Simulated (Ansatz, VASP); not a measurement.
## TePb in VASP and in Ansatz

```
CELL_PARAMETERS angstrom
0.00000 3.22700 3.22700
3.22700 0.00000 3.22700
3.22700 3.22700 0.00000
ATOMIC_POSITIONS crystal
Te 0.50000 0.50000 0.50000
Pb 0.03486 0.96514 0.03486
```

Change from the starting cell: all Pb atoms moved +0.225 Å, as atom 2 along Cartesian [0 1 0].

Alike in both runs: task single point; functional PBE; k mesh 8 × 8 × 8; occupations gaussian, width 0.05 eV; no spin polarisation.

|  | VASP | Ansatz |
| --- | --- | --- |
| version | VASP 6.6.1 | Ansatz 0.2.0 |
| potentials or method | VASP PAW PBE potentials, release 64 (Te, Pb_d), cutoff 520 eV | scalar-relativistic, plane waves, PAW |
| valence electrons in the cell | 20 | 30 |

```tsv
	VASP	Ansatz	Ansatz less VASP
gap on the k mesh at the Fermi level (eV)	0.97	0.97	-0.007
least direct gap on the mesh (eV)	0.97	0.97	-0.007
pressure (GPa)	2.9	2.9	+0.05
traceless stress, the component that is largest in VASP (GPa)	1.37	1.36	-0.010
rms of the force components (eV/Å)	0.185	0.183	-0.0022
```

Atom by atom the forces differ by 0.002 eV/Å (rms over components). With one functional, cell and mesh, what is left measures potentials, basis and numerics. VASP's potentials hold 20 valence electrons a cell and Ansatz's 30, so a difference there can come from the potentials and not from the codes.

Neither program's run includes spin-orbit coupling.
